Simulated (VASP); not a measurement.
# BN in VASP: further runs

The runs below take BN through single point, with PBE+D3(BJ).

Everything below comes from runs of VASP 6.6.1. Logs are shortened: lines on timing, memory, paths and dates and some standing lists are left out, and cuts for length are marked.

### 1 The cell of the first run

It takes space group Amm2 (No. 38, orthorhombic). Conventional cell: a = 6.597 Å, b = 2.506 Å, c = 4.341 Å, α = 90.00°, β = 90.00°, γ = 90.00°. Within 1.7 Å of B (site symmetry mm2) lie 2 N at 1.30 Å. B (site symmetry mm2) has 3 N at 1.45 Å within 1.9 Å. Within 1.9 Å of N (site symmetry mm2) lie 3 B at 1.45 Å. Within 1.7 Å of N (site symmetry mm2) lie 2 B at 1.30 Å.

### 2 Single point, PBE+D3(BJ) (atom 1 (B) moved by +0.384 Å along [1 2 0] and +0.000 Å along [0 0 1])

INCAR

```
SYSTEM = BN
  ALGO = Normal
  EDIFF = 1E-7
  ENCUT = 520
  GGA = PE
  ISIF = 2
  ISMEAR = 0
  IVDW = 12
  LASPH = .TRUE.
  LCHARG = .TRUE.
  LELF = .TRUE.
  LREAL = .FALSE.
  LVHAR = .TRUE.
  LWAVE = .FALSE.
  NBANDS = 16
  NELM = 80
  PREC = Accurate
  SIGMA = 0.05
```

KPOINTS

```
k-points
0
G
  12 12 4
  0 0 0
```

POSCAR

```
BN
1.0
    2.5061233057      0.0000000000      0.0000000000
   -1.2530616528      2.1703664477      0.0000000000
    0.0000000000      0.0000000000      6.5973571420
B N
2 2
Direct
    0.0884643237      0.1769286474      0.5000000000
    0.3333333333      0.6666666667      0.0000000000
    0.0000000000      0.0000000000      0.0000000000
    0.6666666667      0.3333333333      0.5000000000
```

Potentials or basis: VASP PAW PBE potentials, release 64 (B, N).

Started as:

```bash
cat potpaw_PBE.64/B/POTCAR potpaw_PBE.64/N/POTCAR > POTCAR
mpirun -np 1 vasp_std > vasp.out
```

OUTCAR:

```text
SYSTEM = BN
   EDIFF = 1E-7
   ENCUT = 520
   GGA = PE
   ISIF = 2
   ISMEAR = 0
   IVDW = 12
   LASPH = .TRUE.
   LREAL = .FALSE.
   NELM = 80
   PREC = Accurate
 IVDW          = 12

 ion  position               nearest neighbor table
   1  0.088  0.177  0.500-   4 1.30   4 1.30   4 1.83
   2  0.333  0.667  0.000-   3 1.45   3 1.45   3 1.45
   3  0.000  0.000  0.000-   2 1.45   2 1.45   2 1.45
   4  0.667  0.333  0.500-   1 1.30   1 1.30   1 1.83

  LATTYP: Found a hexagonal cell.
 ALAT       =     2.5061233057
 C/A-ratio  =     2.6324950281

  Lattice vectors:

 A1 = (   2.5061233057,   0.0000000000,   0.0000000000)
 A2 = (  -1.2530616528,   2.1703664477,   0.0000000000)
 A3 = (   0.0000000000,   0.0000000000,   6.5973571420)

Analysis of symmetry for initial positions (statically):
=====================================================================
 Subroutine PRICEL returns:
 Original cell was already a primitive cell.

 Routine SETGRP: Setting up the symmetry group for a
 hexagonal supercell.

 Subroutine GETGRP returns: Found  4 space group operations
 (whereof  4 operations were pure point group operations)
 out of a pool of 24 trial point group operations.

The static configuration has the point symmetry C_2v.

Analysis of symmetry for dynamics (positions and initial velocities):
=====================================================================
 Subroutine PRICEL returns:
 Original cell was already a primitive cell.

 Routine SETGRP: Setting up the symmetry group for a
 hexagonal supercell.

 Subroutine GETGRP returns: Found  4 space group operations
 (whereof  4 operations were pure point group operations)
 out of a pool of 24 trial point group operations.

The dynamic configuration has the point symmetry C_2v.

 Subroutine INISYM returns: Found  4 space group operations
 (whereof  4 operations are pure point group operations),
 and found     1 'primitive' translations

----------------------------------------------------------------------------------------

                                     Primitive cell

  volume of cell :      35.8844

  direct lattice vectors                    reciprocal lattice vectors
     2.506123306  0.000000000  0.000000000     0.399022665  0.230375843  0.000000000
    -1.253061653  2.170366448  0.000000000     0.000000000  0.460751686  0.000000000
     0.000000000  0.000000000  6.597357142     0.000000000  0.000000000  0.151575847

  length of vectors
[... 87 lines left out ...]
   LREAL  =      F    real-space projection
   EDIFFG = 0.1E-05   stopping-criterion for IOM
   NSW    =      0    number of steps for IOM
   IBRION =     -1    ionic relax: 0-MD 1-quasi-New 2-CG
   NFREE  =      0    steps in history (QN), initial steepest desc. (CG)
   ISIF   =      2    stress and relaxation
   ISYM   =      2    0-nonsym 1-usesym 2-fastsym
   POTIM  = 0.5000    time-step for ionic-motion
   TEBEG  =    0.0;   TEEND  =   0.0 temperature during run
   PSTRESS=    0.0 pullay stress
   NELECT =      16.0000    total number of electrons
   NUPDOWN=      -1.0000    fix difference up-down
   EMIN   =  10.00;   EMAX   =-10.00  energy-range for DOS
   EFERMI =   0.00;   METHOD = LEGACY
   ISMEAR =     0;   SIGMA  =   0.05  broadening in eV -4-tet -1-fermi 0-gaus
   EFERMI_NEDOS =   21; number of points for ismear=-14 and -15
   IALGO  =     38    algorithm
   IMIX   =      4    mixing-type and parameters
     AMIX     =   0.40;   BMIX     =  1.00
     AMIX_MAG =   1.60;   BMIX_MAG =  1.00
  volume/ion in A,a.u.               =       8.97        60.54
  Fermi-wavevector in a.u.,A,eV,Ry     =   1.250680  2.363443 21.282251  1.564201
  Thomas-Fermi vector in A             =   2.384663
   LORBIT       =      0    0 simple, 1 ext, 2 COOP (PROOUT), +10 PAW based schemes
   GGA     = PE    functional components
   LHFCALC =     F    Hartree Fock is set to
   AEXX    =    0.0000 exact exchange contribution
   IVDW    =    12    specifies the selected vdW correction
   LEPSILON=     F    determine dielectric tensor
   LRPA    =     F    only Hartree local field effects (RPA)
 non-spin polarized calculation
 Gauss-broadening in eV      SIGMA  =   0.05
  energy-cutoff  :      520.00
  volume of cell :       35.88
 maximum number of plane-waves:       985
   NGX =  9   NGY =  9   NGZ = 25

 number of electron      15.9999998 magnetization

 Free energy of the ion-electron system (eV)
  ---------------------------------------------------
  ext. energy  EPLUGINS =         0.00000000
  ---------------------------------------------------
  free energy    TOTEN  =       -33.36002012 eV

  energy without entropy =      -33.36002012  energy(sigma->0) =      -33.36002012

 E-fermi :   4.6052     XC(G=0): -10.0940

 val. band max:        4.3036738293   @ k =   0.0000   0.0000   0.5000
 cond. band min:       6.0260085617   @ k =   0.5000   0.0000   0.5000
 fundamental gap:      1.7223347324
 Fermi energy:         4.6052087538

 k-point     1 :       0.0000    0.0000    0.0000
  band No.  band energies     occupation
      1     -15.5324      2.00000
      2     -15.1855      2.00000
      3      -4.0228      2.00000
      4      -2.9951      2.00000
      5      -1.8899      2.00000
      6       0.8751      2.00000
[... 433 lines left out ...]
      3      -6.0158      2.00000
      4      -5.3834      2.00000
      5      -1.9800      2.00000
      6      -0.2839      2.00000
[... 8 lines left out ...]
     15      17.8154      0.00000
     16      20.2665      0.00000

 [... further k-points ...]

------------------------ aborting loop because EDIFF is reached ----------------------------------------

 Edisp (eV)   -0.56949

 E8    (eV) :    -0.1670

  FORCE on cell =-STRESS in cart. coord.  units (eV):
  Direction    XX          YY          ZZ          XY          YZ          ZX
  --------------------------------------------------------------------------------------
  -------------------------------------------------------------------------------------
  Total       8.87762     2.51441    -0.05688     0.00000     0.00000     0.00000
  in kB     396.37098   112.26404    -2.53953     0.00000     0.00000     0.00000
  external pressure =      168.70 kB  Pullay stress =        0.00 kB

 VOLUME and BASIS-vectors are now :
 -----------------------------------------------------------------------------
  energy-cutoff  :      520.00
  volume of cell :       35.88
      direct lattice vectors                 reciprocal lattice vectors
     2.506123306  0.000000000  0.000000000     0.399022665  0.230375843  0.000000000
    -1.253061653  2.170366448  0.000000000     0.000000000  0.460751686  0.000000000
     0.000000000  0.000000000  6.597357142     0.000000000  0.000000000  0.151575847

 POSITION                                       TOTAL-FORCE (eV/Angst)
 -----------------------------------------------------------------------------------
      0.00000      0.38400      3.29868        -0.000000     -5.914365      0.000000
     -0.00000      1.44691      0.00000         0.000000      0.004278      0.000000
      0.00000      0.00000      0.00000         0.000000      0.008093      0.000000
      1.25306      0.72346      3.29868         0.000000      5.901993      0.000000
 -----------------------------------------------------------------------------------
    total drift:                                0.000001     -0.000076      0.000000

  FREE ENERGIE OF THE ION-ELECTRON SYSTEM (eV)
  ---------------------------------------------------
  free  energy   TOTEN  =       -33.9295135054 eV

  energy  without entropy=      -33.9295135054  energy(sigma->0) =      -33.92951351
```

Wall time 84 s (1 thread of Intel Xeon Platinum 8259CL at 2.50GHz (Skylake/Cascade Lake), shared host); peak memory 0.2 GiB.

What came out:

```yaml
Free_energy: -33.9295 eV
Pressure: 16.9 GPa
Largest_force: 5.914 eV/Å
Band_gap_on_the_k_mesh: 1.72 eV, indirect (least direct gap 3.18 eV)
Dispersion_energy_per_atom: -0.142 eV
```

Forces in eV/Å, atoms in the order of the input:
```
B    0.000 -5.914  0.000
B    0.000  0.004  0.000
N    0.000  0.008  0.000
N    0.000  5.902  0.000
```

Levels at points of the mesh, in eV from the valence-band top:
```tsv
k point	band 6	band 7	band 8	band 9	band 10	band 11
(0.00, 0.00, 0.00)	-3.43	-3.43	0.00	3.18	6.79	8.33
(0.50, 0.00, 0.00)	-3.80	-3.20	-2.50	1.78	3.12	4.96
(0.00, 0.50, 0.00)	-6.22	-4.34	-2.99	2.70	6.54	7.49
(0.00, 0.00, 0.50)	-3.43	-3.43	0.00	5.28	5.57	7.19
(0.50, 0.00, 0.50)	-3.81	-3.00	-2.54	1.72	2.60	5.05
(0.00, 0.50, 0.50)	-6.22	-4.24	-3.01	2.60	5.77	7.84
```

Caveat: the cell differs from its parent crystal (atom 1 (B) moved by +0.384 Å along [1 2 0] and +0.000 Å along [0 0 1]); forces of over 1 eV/Å act on the atoms, so gaps and moduli don't describe the material at rest. A k mesh can miss the band edges.

### 3 Single point, PBE+D3(BJ) (atom 1 (B) moved by +0.288 Å along [1 2 0] and -0.096 Å along [0 0 1])

INCAR

```
SYSTEM = BN
ALGO = Normal
EDIFF = 1E-7
ENCUT = 520
GGA = PE
ISIF = 2
ISMEAR = 0
IVDW = 12
LASPH = .True.
LCHARG = .False.
LREAL = .False.
LWAVE = .False.
NBANDS = 16
NELM = 100
PREC = Accurate
SIGMA = 0.05
```

KPOINTS

```
k-points
0
Gamma
  12 12 4
  0 0 0
```

Edit POSCAR of step 2 so:

```diff
@@ -8,3 +8,3 @@
 Direct
-    0.0884643237      0.1769286474      0.5000000000
+    0.0663482428      0.1326964856      0.4854487186
     0.3333333333      0.6666666667      0.0000000000
```

Potentials or basis: VASP PAW PBE potentials, release 64 (B, N).

Started as:

```bash
cat potpaw_PBE.64/B/POTCAR potpaw_PBE.64/N/POTCAR > POTCAR
mpirun -np 1 vasp_std > vasp.out
```

It took 91 s on 1 thread of Intel Xeon Platinum 8259CL at 2.50GHz (Skylake/Cascade Lake), shared host; peak memory 0.21 GiB.

The run converged. Its results:

```yaml
Free_energy: -34.4894 eV
Pressure: 10.5 GPa
Largest_force: 6.289 eV/Å
Band_gap_on_the_k_mesh: 2.12 eV, indirect (least direct gap 3.38 eV)
Dispersion_energy_per_atom: -0.142 eV
```

Forces in eV/Å, atoms in the order of the input:
```
B    0.000 -6.238  0.798
B    0.000  0.004 -0.086
N    0.000  0.006  0.072
N    0.000  6.228 -0.784
```

Stress tensor (GPa, compression positive):
```
27.92  0.00  0.00
 0.00  4.20  2.63
 0.00  2.63 -0.64
```

Levels at points of the mesh, in eV from the valence-band top:
| k point | band 6 | band 7 | band 8 | band 9 | band 10 | band 11 |
| --- | --- | --- | --- | --- | --- | --- |
| (0.00, 0.00, 0.00) | -3.17 | -3.17 | -0.01 | 3.38 | 6.82 | 8.58 |
| (0.50, 0.00, 0.00) | -4.18 | -2.96 | -2.24 | 2.15 | 3.41 | 6.25 |
| (0.00, 0.50, 0.00) | -5.96 | -3.78 | -2.69 | 2.93 | 5.81 | 7.74 |
| (0.00, 0.00, 0.50) | -3.17 | -3.17 | 0.00 | 5.31 | 6.02 | 7.19 |
| (0.50, 0.00, 0.50) | -4.18 | -2.76 | -2.29 | 2.12 | 2.88 | 6.35 |
| (0.00, 0.50, 0.50) | -5.96 | -3.65 | -2.75 | 2.87 | 5.20 | 7.99 |

Caveat: the cell differs from its parent crystal (atom 1 (B) moved by +0.288 Å along [1 2 0] and -0.096 Å along [0 0 1]); forces of over 1 eV/Å act on the atoms, so gaps and moduli don't describe the material at rest.

### 4 Single point, PBE+D3(BJ) (atom 1 (B) moved by -0.480 Å along [1 2 0] and -0.096 Å along [0 0 1])

INCAR

```
ALGO = Normal
EDIFF = 1E-6
ENCUT = 520
GGA = PE
ISIF = 2
ISMEAR = 0
IVDW = 12
LASPH = T
LCHARG = F
LREAL = F
LWAVE = F
NBANDS = 16
NELM = 80
PREC = Accurate
SIGMA = 0.05
```

KPOINTS

```
k-points
0
Gamma
  12 12 4
```

Edit POSCAR of step 3 so:

```diff
@@ -8,3 +8,3 @@
 Direct
-    0.0663482428      0.1326964856      0.4854487186
+   -0.1105804046     -0.2211608093      0.4854487186
     0.3333333333      0.6666666667      0.0000000000
```

Started as:

```bash
cat potpaw_PBE.64/B/POTCAR potpaw_PBE.64/N/POTCAR > POTCAR
mpirun -np 1 vasp_std > vasp.out
```

Run time: 89 s. Hardware: 1 thread of AMD EPYC 9R45 (Zen 5), shared host; peak memory 0.18 GiB.

Results (log left out):

| Property | Result |
| --- | --- |
| Free energy | -26.2316 eV |
| Pressure | 77.8 GPa |
| Largest force | 61.315 eV/Å |
| Band gap on the k mesh | 3.27 eV, indirect (least direct gap 4.23 eV) |
| Dispersion energy per atom | -0.142 eV |

Forces in eV/Å, atoms in the order of the input:
```
B     0.000  61.184  -3.876
B     0.000  -0.008  -0.083
N     0.000   0.015   0.070
N     0.000 -61.191   3.889
```

Stress tensor (GPa, compression positive):
```
  0.03   0.00   0.00
  0.00 232.36 -26.19
  0.00 -26.19   1.02
```

Levels at points of the mesh, in eV from the valence-band top:
```csv
k point,band 4,band 5,band 6,band 7,band 8,band 9,band 10,band 11,band 12,band 13
"(0.00, 0.00, 0.00)",-5.55,-5.49,-2.59,-2.59,0.00,4.23,8.55,8.96,9.77,10.32
"(0.50, 0.00, 0.00)",-9.04,-5.38,-4.19,-3.77,-2.15,3.47,5.03,7.00,8.49,11.89
"(0.00, 0.50, 0.00)",-8.71,-5.38,-3.91,-2.84,-2.26,3.57,4.15,8.37,9.36,10.85
"(0.00, 0.00, 0.50)",-6.52,-5.45,-2.59,-2.59,0.00,6.01,6.69,8.55,10.32,10.32
"(0.50, 0.00, 0.50)",-9.06,-5.38,-4.20,-3.69,-2.17,3.44,5.17,6.23,8.79,12.46
"(0.00, 0.50, 0.50)",-8.73,-5.38,-3.91,-2.78,-2.17,3.35,3.81,8.68,9.58,12.07
```

Caveat: the cell differs from its parent crystal (atom 1 (B) moved by -0.480 Å along [1 2 0] and -0.096 Å along [0 0 1]); forces of over 1 eV/Å act on the atoms, so gaps and moduli don't describe the material at rest. A k mesh can miss the band edges.

### 5 Single point, PBE+D3(BJ) (atom 1 (B) moved by +0.480 Å along [1 2 0] and -0.096 Å along [0 0 1])

INCAR

```
SYSTEM = BN
PREC     = Accurate       ! precision mode
ENCUT    = 520            ! plane-wave cutoff, eV
EDIFF    = 1E-6           ! SCF threshold, eV
ISMEAR   = 0              ! smearing method
SIGMA    = 0.05           ! smearing width, eV
LREAL    = .FALSE.        ! projectors in reciprocal space
LASPH    = .TRUE.         ! aspherical terms in the spheres
NELM     = 100            ! most SCF steps
ALGO     = Normal         ! electronic algorithm
ISIF     = 2              ! what is computed and relaxed
LWAVE    = .FALSE.        ! write WAVECAR
LCHARG   = .TRUE.         ! write CHGCAR
GGA      = PE             ! functional
IVDW     = 12             ! dispersion correction
LELF     = .TRUE.         ! ELF
LVHAR    = .TRUE.       
NBANDS   = 16             ! bands
```

KPOINTS

```
Automatic mesh
0
G
  12 12 4
  0 0 0
```

Edit POSCAR of step 4 so:

```diff
@@ -8,3 +8,3 @@
 Direct
-   -0.1105804046     -0.2211608093      0.4854487186
+    0.1105804046      0.2211608093      0.4854487186
     0.3333333333      0.6666666667      0.0000000000
```

Started as:

```bash
cat potpaw_PBE.64/B/POTCAR potpaw_PBE.64/N/POTCAR > POTCAR
mpirun -np 1 vasp_std > vasp.out
```

Wall time 89 s (1 thread of AMD EPYC 9R45 (Zen 5), shared host); peak memory 0.18 GiB.

Results (log left out):

| Quantity | Value |
| --- | --- |
| Free energy | -33.4014 eV |
| Pressure | 21.8 GPa |
| Largest force | 4.580 eV/Å |
| Band gap on the k mesh | 1.57 eV, indirect (least direct gap 3.12 eV) |
| Dispersion energy per atom | -0.143 eV |

Forces in eV/Å, atoms in the order of the input:
```
B    0.000 -4.567  0.348
B    0.000  0.004 -0.085
N    0.000  0.012  0.069
N    0.000  4.550 -0.332
```

Stress tensor (GPa, compression positive):
```
46.25  0.00  0.00
 0.00 19.69  1.88
 0.00  1.88 -0.49
```

Levels at points of the mesh, in eV from the valence-band top:
```
           k point  band 4  band 5  band 6  band 7  band 8  band 9  band 10  band 11  band 12  band 13
(0.00, 0.00, 0.00)   -7.82   -6.19   -3.44   -3.44    0.00    3.12     7.66     8.35     9.47     9.47
(0.50, 0.00, 0.00)  -10.93   -6.23   -3.20   -3.00   -2.48    1.65     3.11     4.01     7.57    10.50
(0.00, 0.50, 0.00)   -9.89   -9.07   -6.23   -4.47   -3.01    2.70     7.05     7.53     7.79    11.12
(0.00, 0.00, 0.50)   -7.49   -7.27   -3.44   -3.44    0.00    5.13     5.77     7.97     9.47     9.47
(0.50, 0.00, 0.50)  -10.98   -6.23   -3.13   -2.90   -2.49    1.57     2.57     4.12     7.81    11.61
(0.00, 0.50, 0.50)   -9.90   -9.07   -6.23   -4.38   -3.02    2.57     6.26     7.84     8.12    10.81
```

Caveat: the cell differs from its parent crystal (atom 1 (B) moved by +0.480 Å along [1 2 0] and -0.096 Å along [0 0 1]); forces of over 1 eV/Å act on the atoms, so gaps and moduli don't describe the material at rest. A k mesh can miss the band edges.

### 6 Single point, PBE+D3(BJ) (atom 1 (B) moved by -0.288 Å along [1 2 0] and -0.096 Å along [0 0 1])

INCAR

```
SYSTEM = BN
PREC = Accurate
ENCUT = 520
EDIFF = 1E-7
ISMEAR = 0
SIGMA = 0.05
LREAL = .False.
LASPH = .True.
NELM = 80
ALGO = Normal
ISIF = 2
LWAVE = .False.
LCHARG = .False.
GGA = PE
IVDW = 12
NBANDS = 16
```

KPOINTS

```
Automatic mesh
0
Gamma
  12 12 4
  0 0 0
```

Edit POSCAR of step 5 so:

```diff
@@ -8,3 +8,3 @@
 Direct
-    0.1105804046      0.2211608093      0.4854487186
+   -0.0663482428     -0.1326964856      0.4854487186
     0.3333333333      0.6666666667      0.0000000000
```

Potentials or basis: VASP PAW PBE potentials, release 64 (B, N).

Started as:

```bash
cat potpaw_PBE.64/B/POTCAR potpaw_PBE.64/N/POTCAR > POTCAR
mpirun -np 1 vasp_std > vasp.out
```

It took 91 s on 1 thread of AMD EPYC 9R45 (Zen 5), shared host; peak memory 0.18 GiB.

The run converged. Its results:

```
Free energy                : -33.3120 eV
Pressure                   : 21.3 GPa
Largest force              : 19.890 eV/Å
Band gap on the k mesh     : 2.23 eV, indirect (least direct gap 3.73 eV)
Dispersion energy per atom : -0.142 eV
```

Forces on the atoms (eV/Å):
```
B     0.000  19.881   0.218
B     0.000  -0.009  -0.084
N     0.000   0.016   0.070
N     0.000 -19.889  -0.204
```

Stress tensor (GPa, compression positive):
```
-1.86  0.00  0.00
 0.00 66.17 -8.51
 0.00 -8.51 -0.44
```

Levels at points of the mesh, in eV from the valence-band top:
```
           k point  band 6  band 7  band 8  band 9  band 10  band 11
(0.00, 0.00, 0.00)   -2.93   -2.93    0.00    3.73     7.07     8.79
(0.50, 0.00, 0.00)   -5.44   -3.33   -2.42    3.08     5.20     6.33
(0.00, 0.50, 0.00)   -4.31   -2.63   -2.12    2.47     3.46     8.08
(0.00, 0.00, 0.50)   -2.93   -2.93    0.00    5.75     6.36     7.07
(0.50, 0.00, 0.50)   -5.44   -3.16   -2.50    3.12     4.56     6.46
(0.00, 0.50, 0.50)   -4.31   -2.52   -2.06    2.23     3.13     8.32
```

Caveat: the cell differs from its parent crystal (atom 1 (B) moved by -0.288 Å along [1 2 0] and -0.096 Å along [0 0 1]); forces of over 1 eV/Å act on the atoms, so gaps and moduli don't describe the material at rest.
